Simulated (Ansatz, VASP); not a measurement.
**SiC: VASP beside Ansatz**

POSCAR

```
SiC
1.0
   -0.0845084311      2.0935439166      2.0935439166
    2.0935439166     -0.0845084311      2.0935439166
    2.0935439166      2.0935439166     -0.0845084311
Si C
1 1
Direct
   -0.0026072750     -0.0026072750     -0.0026072750
    0.2526072750      0.2526072750      0.2526072750
```

File INCAR.step1:

```
SYSTEM = SiC
PREC = Accurate
ENCUT = 520
ISMEAR = 0
SIGMA = 0.01
LREAL = .FALSE.
LASPH = .TRUE.
NELM = 80
NBANDS = 11
GGA = PE
ALGO = Normal
EDIFF = 1E-4
LWAVE = .TRUE.
LCHARG = .FALSE.
```

File INCAR.step2:

```
SYSTEM = SiC
PREC = Accurate
ENCUT = 520
EDIFF = 1E-6
ISMEAR = 0
SIGMA = 0.01
LREAL = .FALSE.
LASPH = .TRUE.
NELM = 80
ALGO = Normal
ISIF = 2
LWAVE = .FALSE.
LCHARG = .FALSE.
METAGGA = R2SCAN
LMIXTAU = .TRUE.
NBANDS = 11
ISTART = 1
```

KPOINTS

```
regular mesh
0
G
  10 10 10
  0 0 0
```

Input for Ansatz:

```yaml
crystal:
  lattice:
    - [-0.0845084311, 2.0935439166, 2.0935439166]
    - [2.0935439166, -0.0845084311, 2.0935439166]
    - [2.0935439166, 2.0935439166, -0.0845084311]
  atoms:
    - { symbol: Si, position: [-0.002607275, -0.002607275, -0.002607275] }
    - { symbol: C, position: [0.252607275, 0.252607275, 0.252607275] }
kpoints:
  mp_grid: { grid: [10, 10, 10] }
  band_path:
    path:
      - [0.0, 0.0, 0.0]
      - [-0.5, -0.5, 0.0]
      - [-0.375, -0.375, 0.25]
      - [-0.375, 0.0, 0.375]
      - [0.0, 0.0, 0.5]
      - [-0.5, -0.25, 0.25]
    npoints: 1
hamiltonian:
  xc: r2scan
scf:
  occupations: { method: fixed }
  n_extra_bands: 4
output:
  forces: true
  stress: true
  eigenvalues: true
```

Change from the starting cell: shear_111 strain -5.8%.

Alike in both runs: task single point; functional r2SCAN; k mesh 10 × 10 × 10; no spin polarisation.

```csv
,VASP,Ansatz
version,VASP 6.6.1,Ansatz 0.2.0
potentials or method,"VASP PAW PBE potentials, release 64 (Si, C)","plane waves, PAW"
plane-wave cutoff (eV),520,500
occupations,"gaussian, width 0.01 eV",fixed
valence electrons in the cell,8,8
```

VASP gave:

```
gap on the k mesh at the Fermi level (eV)                     : 1.13
pressure (GPa)                                                : 15.4
traceless stress, the component that is largest in VASP (GPa) : 11.20
rms of the force components (eV/Å)                            : 0.004
```

**Question.** Estimate Ansatz's values.

**Answer.** gap on the k mesh at the Fermi level (eV): 1.12; pressure (GPa): 15.6; traceless stress, the component that is largest in VASP (GPa): 11.14; rms of the force components (eV/Å): 0.001.

VASP's potentials were made for PBE, not for r2SCAN. Atom by atom the forces differ by 0.003 eV/Å (rms over components).
